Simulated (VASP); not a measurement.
Wanted: the native input for a VASP 6.6.1 run.

- Task: single point
- Functional: HSE06
- Potentials or basis: VASP PAW PBE potentials, release 64 (Al, N)
- Cutoff: 520 eV
- k mesh: 8 × 8 × 8
- Occupations: gaussian, width 0.01 eV
- Spin: no spin polarisation
- Dipole correction: no
- Grid for exact exchange (PRECFOCK): Normal
- Further INCAR settings: ALGO = Normal; EDIFF = 1e-06; NBANDS = 11
- Share of exact exchange: 0.25
- Screening parameter: 0.2079 1/Å

The system is AlN.

```
Al N
1.0
     0.00000    2.14118    2.22857
     2.14118    0.00000    2.22857
     2.14118    2.14118    0.00000
Al N
1 1
Direct
  0.00000 0.00000 0.00000
  0.25000 0.25000 0.25000
```

This cell differs from its parent crystal: epitaxial xy strain -2.0%.

These files were run (other wordings do the same):

POSCAR

```
AlN
1.0
    0.0000000000      2.1411788842      2.2285739407
    2.1411788842      0.0000000000      2.2285739407
    2.1411788842      2.1411788842      0.0000000000
Al N
1 1
Direct
    0.0000000000      0.0000000000      0.0000000000
    0.2500000000      0.2500000000      0.2500000000
```

INCAR.step1

```
  ALGO = Normal
  EDIFF = 1E-5
  ENCUT = 520
  GGA = PE
  ISIF = 2
  ISMEAR = 0
  LASPH = True
  LREAL = False
  LWAVE = True
  NBANDS = 11
  NELM = 100
  PREC = Accurate
  SIGMA = 0.01
```

INCAR.step2

```
  ALGO = Normal
  EDIFF = 1E-6
  ENCUT = 520
  GGA = PE
  HFSCREEN = 0.2079
  ISIF = 2
  ISMEAR = 0
  ISTART = 1
  LASPH = True
  LCHARG = True
  LELF = True
  LHFCALC = True
  LREAL = False
  LVHAR = True
  LWAVE = False
  NBANDS = 11
  NELM = 100
  PREC = Accurate
  PRECFOCK = Normal
  SIGMA = 0.01
```

KPOINTS

```
k-points
0
Gamma
  8 8 8
```

Potentials or basis: VASP PAW PBE potentials, release 64 (Al, N).

Command:

```bash
$ cat potpaw_PBE.64/Al/POTCAR potpaw_PBE.64/N/POTCAR > POTCAR
$ cp INCAR.step1 INCAR
$ mpirun -np 1 vasp_std > vasp.out
$ cp INCAR.step2 INCAR
$ mpirun -np 1 vasp_std > vasp.out
```

Results of the run:

* Pressure: 3.6 GPa
* Band gap on the k mesh: 4.45 eV (least direct gap 5.67 eV)

Caveat: the cell differs from its parent crystal (epitaxial xy strain -2.0%); the stress differs along the axes, from -1 to 6 GPa; the structure was generated, so it needn't be the stable form of AlN; the PAW data sets were made with another functional, which shifts forces and pressure a little.

It took 73 min on 1 thread of Oxide Virtual Turin-like Processor, with other jobs on the host, peak memory 0.23 GiB.
